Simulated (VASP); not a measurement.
# MgO (P1) in VASP: a series of runs

Runs on MgO. Level: LDA. Tasks: single point.

All numbers are computed with VASP 6.6.1; they aren't measurements. Logs are shortened: lines on timing, memory, paths and dates and some standing lists are left out, and cuts for length are marked.

## Step 1: The cell of the first run

The typed cell holds 16 atoms: a = 5.629 Å, b = 5.629 Å, c = 5.629 Å, α = 60.00°, β = 60.00°, γ = 60.00°.

## Step 2: Single point, LDA

INCAR reads:

```
PREC     = Accurate       # precision mode
ENCUT    = 520            # plane-wave cutoff, eV
EDIFF    = 1E-6           # SCF threshold, eV
ISMEAR   = -1             # smearing method
SIGMA    = 0.05           # smearing width, eV
LREAL    = Auto         
LASPH    = True           # aspherical terms in the spheres
NELM     = 80             # most SCF steps
ALGO     = Normal         # electronic algorithm
ISIF     = 2              # what is computed and relaxed
LWAVE    = False          # write WAVECAR
LCHARG   = False          # write CHGCAR
GGA      = CA             # functional
NBANDS   = 46             # bands
```

KPOINTS reads:

```
Automatic mesh
0
Gamma
  2 2 2
```

POSCAR reads:

```
MgO
1.0
    0.0000000000      3.9800400000      3.9800400000
    3.9800400000      0.0000000000      3.9800400000
    3.9800400000      3.9800400000      0.0000000000
Mg O
8 8
Direct
    0.0015200852      0.0285801148     -0.0439065939
   -0.0120476176      0.0017210882      0.5023190722
   -0.0085677531      0.4993919659      0.0010050150
    0.0155651702      0.5175199244      0.4488020221
    0.4887890574      0.0231907217     -0.0021859077
    0.5218414890      0.0148114089      0.4695807077
    0.5237384549      0.5174571110     -0.0172360077
    0.4933116250      0.5191907619      0.4903468307
    0.2754494930      0.2803238158      0.2070582205
    0.2460402408      0.2877986151      0.7126184661
    0.2563416448      0.7675676626      0.2561657672
    0.2717058120      0.7704445181      0.7280831348
    0.7435226782      0.2846328178      0.2794067396
    0.7644018653      0.2828740415      0.7327438920
    0.7681832343      0.7917508367      0.2141687018
    0.7526431895      0.7858338107      0.7369147044
```

Potentials or basis: VASP PAW LDA potentials, release 64 (Mg, O).

On the command line:

```console
cat potpaw_LDA.64/Mg/POTCAR potpaw_LDA.64/O/POTCAR > POTCAR
mpirun -np 1 vasp_std > vasp.out
```

OUTCAR:

```text
PREC = Accurate
   ENCUT = 520
   EDIFF = 1E-6
   ISMEAR = -1
   LREAL = Auto
   LASPH = True
   NELM = 80
   ISIF = 2
   GGA = CA

 ion  position               nearest neighbor table
   1  0.002  0.029  0.956-  14 1.84  15 1.88  12 1.94  10 2.01  11 2.21  13 2.32   2 2.67   7 2.73
                             3 2.76   5 2.79   6 2.80   4 2.80   4 2.83   6 2.84   5 2.85   3 2.89
   2  0.988  0.002  0.502-  16 1.80  13 1.88  11 1.92  12 2.04  14 2.05   9 2.25   1 2.67   6 2.68
                             8 2.78   5 2.80   4 2.81   3 2.81   3 2.82   5 2.83   4 2.84   8 2.85
   3  0.991  0.499  0.001-  13 1.86   9 1.97  10 2.00  16 2.01  15 2.03  12 2.19   7 2.63   4 2.64
                             5 2.74   1 2.76   8 2.78   2 2.81   2 2.82   8 2.85   1 2.89   5 2.89
   4  0.016  0.518  0.449-   9 1.91  15 1.93  14 1.95  10 1.97  11 1.98  16 2.22   3 2.64   7 2.75
                             6 2.79   1 2.80   2 2.81   8 2.82   8 2.83   1 2.83   2 2.84   6 2.84
   5  0.489  0.023  0.998-   9 1.86  11 1.95  15 1.98  16 1.99  10 2.10  14 2.13   6 2.73   3 2.74
                             1 2.79   7 2.80   2 2.80   8 2.80   8 2.82   2 2.83   7 2.84   1 2.85
   6  0.522  0.015  0.470-  15 1.91  12 1.97  13 1.99  16 1.99   9 2.03  10 2.06   2 2.68   5 2.73
                             7 2.79   4 2.79   1 2.80   8 2.82   8 2.82   1 2.84   4 2.84   7 2.85
   7  0.524  0.517  0.983-  14 1.93   9 1.94  16 1.98  12 2.02  13 2.07  11 2.08   3 2.63   1 2.73
                             4 2.75   8 2.78   6 2.79   5 2.80   5 2.84   6 2.85   8 2.86   4 2.89
   8  0.493  0.519  0.490-  13 1.78  11 1.88  10 1.91  12 1.95  14 2.05  15 2.18   7 2.78   3 2.78
                             2 2.78   5 2.80   6 2.82   4 2.82   6 2.82   5 2.82   4 2.83   2 2.85
   9  0.275  0.280  0.207-   5 1.86   4 1.91   7 1.94   3 1.97   6 2.03   2 2.25
  10  0.246  0.288  0.713-   8 1.91   4 1.97   3 2.00   1 2.01   6 2.06   5 2.10
  11  0.256  0.768  0.256-   8 1.88   2 1.92   5 1.95   4 1.98   7 2.08   1 2.21
  12  0.272  0.770  0.728-   1 1.94   8 1.95   6 1.97   7 2.02   2 2.04   3 2.19
  13  0.744  0.285  0.279-   8 1.78   3 1.86   2 1.88   6 1.99   7 2.07   1 2.32
  14  0.764  0.283  0.733-   1 1.84   7 1.93   4 1.95   8 2.05   2 2.05   5 2.13
  15  0.768  0.792  0.214-   1 1.88   6 1.91   4 1.93   5 1.98   3 2.03   8 2.18
  16  0.753  0.786  0.737-   2 1.80   7 1.98   5 1.99   6 1.99   3 2.01   4 2.22

  LATTYP: Found a face centered cubic cell.
 ALAT       =     7.9600800000

  Lattice vectors:

 A1 = (   0.0000000000,   3.9800400000,   3.9800400000)
 A2 = (   3.9800400000,   0.0000000000,   3.9800400000)
 A3 = (   3.9800400000,   3.9800400000,   0.0000000000)

Analysis of symmetry for initial positions (statically):
=====================================================================
 Subroutine PRICEL returns:
 Original cell was already a primitive cell.

 Routine SETGRP: Setting up the symmetry group for a
 face centered cubic supercell.

 Subroutine GETGRP returns: Found  1 space group operations
 (whereof  1 operations were pure point group operations)
 out of a pool of 48 trial point group operations.

The static configuration has the point symmetry C_1 .

Analysis of symmetry for dynamics (positions and initial velocities):
=====================================================================
 Subroutine PRICEL returns:
 Original cell was already a primitive cell.

 Routine SETGRP: Setting up the symmetry group for a
 face centered cubic supercell.

 Subroutine GETGRP returns: Found  1 space group operations
 (whereof  1 operations were pure point group operations)
 out of a pool of 48 trial point group operations.

The dynamic configuration has the point symmetry C_1 .

 Subroutine INISYM returns: Found  1 space group operations
 (whereof  1 operations are pure point group operations),
 and found     1 'primitive' translations

----------------------------------------------------------------------------------------

                                     Primitive cell

  volume of cell :     126.0934

  direct lattice vectors                    reciprocal lattice vectors
     0.000000000  3.980040000  3.980040000    -0.125626878  0.125626878  0.125626878
     3.980040000  0.000000000  3.980040000     0.125626878 -0.125626878  0.125626878
     3.980040000  3.980040000  0.000000000     0.125626878  0.125626878 -0.125626878

  length of vectors
     5.628626547  5.628626547  5.628626547     0.217592136  0.217592136  0.217592136

  position of ions in fractional coordinates (direct lattice)
     0.001520085  0.028580115  0.956093406
     0.987952382  0.001721088  0.502319072
     0.991432247  0.499391966  0.001005015
     0.015565170  0.517519924  0.448802022
     0.488789057  0.023190722  0.997814092
     0.521841489  0.014811409  0.469580708
[... 8 lines left out ...]
     0.768183234  0.791750837  0.214168702
     0.752643189  0.785833811  0.736914704

  ion indices of the primitive-cell ions
   primitive index   ion index
                 1           1
                 2           2
                 3           3
                 4           4
                 5           5
                 6           6
[... 8 lines left out ...]
                15          15
                16          16

----------------------------------------------------------------------------------------

 KPOINTS: Automatic mesh

Automatic generation of k-mesh.
 Grid dimensions read from file:
 generate k-points for:    2    2    2

 Generating k-lattice:

  Cartesian coordinates                     Fractional coordinates (reciprocal lattice)
    -0.062813439  0.062813439  0.062813439     0.500000000  0.000000000  0.000000000
     0.062813439 -0.062813439  0.062813439     0.000000000  0.500000000  0.000000000
     0.062813439  0.062813439 -0.062813439     0.000000000  0.000000000  0.500000000

  Length of vectors
     0.108796068  0.108796068  0.108796068

  Shift w.r.t. Gamma in fractional coordinates (k-lattice)
     0.000000000  0.000000000  0.000000000

 Subroutine IBZKPT returns following result:
 ===========================================

 Found      8 irreducible k-points:

 Following reciprocal coordinates:
            Coordinates               Weight
  0.000000  0.000000  0.000000      1.000000
  0.500000  0.000000  0.000000      1.000000
  0.000000  0.500000  0.000000      1.000000
  0.000000  0.000000  0.500000      1.000000
  0.500000  0.500000  0.500000      1.000000
  0.500000  0.500000  0.000000      1.000000
  0.000000  0.500000  0.500000      1.000000
  0.500000  0.000000  0.500000      1.000000
   k-points           NKPTS =      8   k-points in BZ     NKDIM =      8   number of bands    NBANDS=     46
   number of dos      NEDOS =    301   number of ions     NIONS =     16
   total plane-waves  NPLWV =  74088
   dimension x,y,z NGX =    42 NGY =   42 NGZ =   42
   dimension x,y,z NGXF=    84 NGYF=   84 NGZF=   84
   ions per type =               8   8
   NGX,Y,Z   is equivalent  to a cutoff of  12.41, 12.41, 12.41 a.u.
   NGXF,Y,Z  is equivalent  to a cutoff of  24.81, 24.81, 24.81 a.u.
 SYSTEM =  unknown system
   PREC   = accura    normal or accurate (medium, high low for compatibility)
   ISTART =      0    job   : 0-new  1-cont  2-samecut
   ICHARG =      2    charge: 1-file 2-atom 10-const
   ISPIN  =      1    spin polarized calculation?
   LNONCOLLINEAR =      F non collinear calculations
   LSORBIT =      F    spin-orbit coupling
   LASPH  =      T    aspherical Exc in radial PAW
   ENCUT  =  520.0 eV  38.22 Ry    6.18 a.u.  10.47 10.47 10.47*2*pi/ulx,y,z
   NELM   =     80;   NELMIN=  2; NELMDL= -5     # of ELM steps
   EDIFF  = 0.1E-05   stopping-criterion for ELM
   LREAL  =      T    real-space projection
   EDIFFG = 0.1E-04   stopping-criterion for IOM
   NSW    =      0    number of steps for IOM
   IBRION =     -1    ionic relax: 0-MD 1-quasi-New 2-CG
   NFREE  =      0    steps in history (QN), initial steepest desc. (CG)
   ISIF   =      2    stress and relaxation
   ISYM   =      2    0-nonsym 1-usesym 2-fastsym
   POTIM  = 0.5000    time-step for ionic-motion
   TEBEG  =    0.0;   TEEND  =   0.0 temperature during run
   PSTRESS=    0.0 pullay stress
   NELECT =      64.0000    total number of electrons
   NUPDOWN=      -1.0000    fix difference up-down
   EMIN   =  10.00;   EMAX   =-10.00  energy-range for DOS
   EFERMI =   0.00;   METHOD = LEGACY
   ISMEAR =    -1;   SIGMA  =   0.05  broadening in eV -4-tet -1-fermi 0-gaus
   EFERMI_NEDOS =   21; number of points for ismear=-14 and -15
   IALGO  =     38    algorithm
   IMIX   =      4    mixing-type and parameters
     AMIX     =   0.40;   BMIX     =  1.00
     AMIX_MAG =   1.60;   BMIX_MAG =  1.00
  volume/ion in A,a.u.               =       7.88        53.18
  Fermi-wavevector in a.u.,A,eV,Ry     =   1.305882  2.467760 23.202406  1.705329
  Thomas-Fermi vector in A             =   2.436722
   LORBIT       =      0    0 simple, 1 ext, 2 COOP (PROOUT), +10 PAW based schemes
   GGA     = CA    functional components
   LHFCALC =     F    Hartree Fock is set to
   AEXX    =    0.0000 exact exchange contribution
   IVDW    =     0    specifies the selected vdW correction
   LEPSILON=     F    determine dielectric tensor
   LRPA    =     F    only Hartree local field effects (RPA)
 non-spin polarized calculation
  energy-cutoff  :      520.00
  volume of cell :      126.09
 maximum number of plane-waves:      3479
 NGX is ok and might be reduce to    42
   NGX = 21   NGY = 21   NGZ = 21

 number of electron      63.9999999 magnetization

 Free energy of the ion-electron system (eV)
  ---------------------------------------------------
  ext. energy  EPLUGINS =         0.00000000
  ---------------------------------------------------
  free energy    TOTEN  =      -104.07701784 eV

  energy without entropy =     -104.07701784  energy(sigma->0) =     -104.07701784

 E-fermi :   5.5982     XC(G=0): -12.4189

 val. band max:        4.3927870831   @ k =   0.0000   0.0000   0.0000
 cond. band min:      10.5763004875   @ k =   0.0000   0.0000   0.0000
 fundamental gap:      6.1835134044
 Fermi energy:         5.5982156542

 k-point     1 :       0.0000    0.0000    0.0000
  band No.  band energies     occupation
      1     -13.7149      2.00000
      2     -12.0560      2.00000
      3     -11.9072      2.00000
      4     -11.8657      2.00000
      5     -11.8063      2.00000
      6     -11.5159      2.00000
[... 36 lines left out ...]
     43      15.7466      0.00000
     44      18.0475      0.00000

 k-point     2 :       0.5000    0.0000    0.0000
  band No.  band energies     occupation
      1     -13.0542      2.00000
      2     -12.7391      2.00000
      3     -12.0501      2.00000
      4     -11.8283      2.00000
      5     -11.7093      2.00000
      6     -11.6679      2.00000
[... 36 lines left out ...]
     43      17.0459      0.00000
     44      17.1387      0.00000

 k-point     3 :       0.0000    0.5000    0.0000
  band No.  band energies     occupation
      1     -12.9937      2.00000
      2     -12.8342      2.00000
      3     -12.0016      2.00000
      4     -11.8059      2.00000
      5     -11.7147      2.00000
      6     -11.6485      2.00000
[... 224 lines left out ...]
     43      16.6573      0.00000
     44      16.8344      0.00000

 k-point     8 :       0.5000    0.0000    0.5000
  band No.  band energies     occupation
      1     -12.7761      2.00000
      2     -12.6731      2.00000
      3     -12.1356      2.00000
      4     -12.0061      2.00000
      5     -11.8932      2.00000
      6     -11.8405      2.00000
[... 36 lines left out ...]
     43      16.6614      0.00000
     44      16.8798      0.00000
 [bands above 44 left out]

------------------------ aborting loop because EDIFF is reached ----------------------------------------

  FORCE on cell =-STRESS in cart. coord.  units (eV):
  Direction    XX          YY          ZZ          XY          YZ          ZX
  --------------------------------------------------------------------------------------
  -------------------------------------------------------------------------------------
  Total       28.6215512     25.4725036     28.5990279     -0.9514110      0.0527843     -0.5546826
  in kB      363.6733218    323.6606543    363.3871354    -12.0888907      0.6706917     -7.0479504
  external PRESSURE =     350.2403705 kB  Pullay stress =       0.0000000 kB

 VOLUME and BASIS-vectors are now :
 -----------------------------------------------------------------------------
  energy-cutoff  :      520.00
  volume of cell :      126.09
      direct lattice vectors                 reciprocal lattice vectors
     0.000000000  3.980040000  3.980040000    -0.125626878  0.125626878  0.125626878
     3.980040000  0.000000000  3.980040000     0.125626878 -0.125626878  0.125626878
     3.980040000  3.980040000  0.000000000     0.125626878  0.125626878 -0.125626878

 POSITION                                       TOTAL-FORCE (eV/Angst)
 -----------------------------------------------------------------------------------
      3.91904      3.81134      0.11980         0.024083      2.265150      1.025479
      2.00610      5.93134      3.93894         0.303229      1.187500      2.510039
      1.99160      3.94994      5.93354        -0.178801     -0.381832      2.598813
      3.84600      1.84820      2.12170         1.428109      0.991492      0.180495
      4.06364      5.91674      2.03770        -1.181504     -0.549596      0.694268
      1.92790      3.94590      2.13590         1.422587     -0.130513     -0.518897
[... 8 lines left out ...]
      4.00360      3.90980      6.20860        -0.420644      0.091627     -1.386307
      6.06060      5.92850      6.12320        -0.399873      0.275814     -2.294393
 -----------------------------------------------------------------------------------
    total drift:                               -0.003715     -0.006693     -0.004501

  FREE ENERGIE OF THE ION-ELECTRON SYSTEM (eV)
  ---------------------------------------------------
  free  energy   TOTEN  =      -104.0770178384 eV

  energy  without entropy=     -104.0770178383  energy(sigma->0) =     -104.07701784
```

Wall time 55 s (1 thread of Intel Xeon Platinum 8488C (Sapphire Rapids), shared host); peak memory 0.22 GiB.

Results:

| Property | Result |
| --- | --- |
| Free energy | -104.0770 eV |
| Pressure | 35.0 GPa |
| Largest force | 4.342 eV/Å |
| Band gap on the k mesh | 6.18 eV |

Forces on the atoms (eV/Å):
```
Mg   0.024  2.265  1.025
Mg   0.303  1.188  2.510
Mg  -0.179 -0.382  2.599
Mg   1.428  0.991  0.180
Mg  -1.182 -0.550  0.694
Mg   1.423 -0.131 -0.519
Mg   0.754 -1.007  0.095
Mg   2.364  1.024  0.525
O    0.712  0.293 -1.101
O    0.359  1.397 -1.403
O   -1.060 -2.197  0.434
O    0.287 -0.340 -0.455
O   -3.990 -1.695 -0.242
O   -0.423 -1.225 -0.662
O   -0.421  0.092 -1.386
O   -0.400  0.276 -2.294
```

Caveat: the k points lie up to 0.68 Å⁻¹ apart; forces of over 1 eV/Å act on the atoms, so gaps and moduli don't describe the material at rest.

(Part 1 of 2 ends here.)
